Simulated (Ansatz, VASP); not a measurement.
Pd: VASP beside Ansatz

```
Pd
1.0
     0.00000    1.95336    1.95336
     1.95336    0.00000    1.95336
     1.95336    1.95336    0.00000
Pd
1
Direct
  0.00000 0.00000 0.00000
```

Alike in both runs: task single point; functional PBE; k mesh 18 × 18 × 18; occupations gaussian, width 0.1 eV; no spin polarisation.

|  | VASP | Ansatz |
| --- | --- | --- |
| version | VASP 6.6.1 | Ansatz 0.2.0 |
| potentials or method | VASP PAW PBE potentials, release 64 (Pd), cutoff 520 eV | scalar-relativistic, plane waves, PAW |
| valence electrons in the cell | 10 | 18 |

```csv
,VASP,Ansatz,Ansatz less VASP
gap on the k mesh at the Fermi level (eV),none,none,-
pressure (GPa),4.6,4.9,+0.33
```

A gap of «none» marks a metal or a gap that the smearing closes. With one functional, cell and mesh, what is left measures potentials, basis and numerics. VASP's potentials hold 10 valence electrons a cell and Ansatz's 18, so a difference there can come from the potentials and not from the codes.
